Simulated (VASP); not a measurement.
Wanted: the native input for a VASP 6.6.1 run.

| Property | Result |
| --- | --- |
| Task | single point |
| Functional | PBEsol |
| Potentials or basis | VASP PAW PBE potentials, release 64 (Hf_pv, B) |
| Cutoff | 520 eV |
| k mesh | 16 × 16 × 16 |
| Occupations | gaussian, width 0.15 eV |
| Spin | no spin polarisation |
| Dipole correction | no |
| Further INCAR settings | ALGO = Normal; EDIFF = 1e-06; NBANDS = 14 |

The structure of HfB lies in POSCAR:

```
HfB
1.0
    0.0000000000      2.3936993068      2.3936993068
    2.3379261130      0.0000000000      2.3936993068
    2.3379261130      2.3936993068      0.0000000000
Hf B
1 1
Direct
    0.4990473968      0.5009526032      0.5009526032
    0.0157287926     -0.0157287926     -0.0157287926
```

This cell differs from its parent crystal: atoms displaced along a vibrational mode, the cell strained.

The input as run:

INCAR

```
SYSTEM = HfB
ALGO = Normal
EDIFF = 1E-6
ENCUT = 520
GGA = PS
ISIF = 2
ISMEAR = 0
LASPH = .True.
LCHARG = .True.
LELF = .True.
LREAL = .False.
LVHAR = .True.
LWAVE = .False.
NBANDS = 14
NELM = 100
PREC = Accurate
SIGMA = 0.15
```

KPOINTS

```
k-points
0
Gamma
  16 16 16
  0 0 0
```

Potentials or basis: VASP PAW PBE potentials, release 64 (Hf_pv, B).

Run with:

```bash
$ cat potpaw_PBE.64/Hf_pv/POTCAR potpaw_PBE.64/B/POTCAR > POTCAR
$ mpirun -np 1 vasp_std > vasp.out
```

It gave:

```
Pressure               : 5.5 GPa
Largest force          : 0.857 eV/Å
Band gap on the k mesh : zero (an odd number of electrons rules out a gap without spin polarisation)
```

Caveat: the cell differs from its parent crystal (atoms displaced along a vibrational mode, the cell strained); the cell stands under pressure; the PAW data sets were made with another functional, which shifts forces and pressure a little; spin-orbit coupling is left out, which moves the levels of the heavy elements.

Wall time 52 s on 1 thread of Intel(R) Xeon(R) 6975P-C (Granite Rapids), on a shared host, peak memory 0.27 GiB.
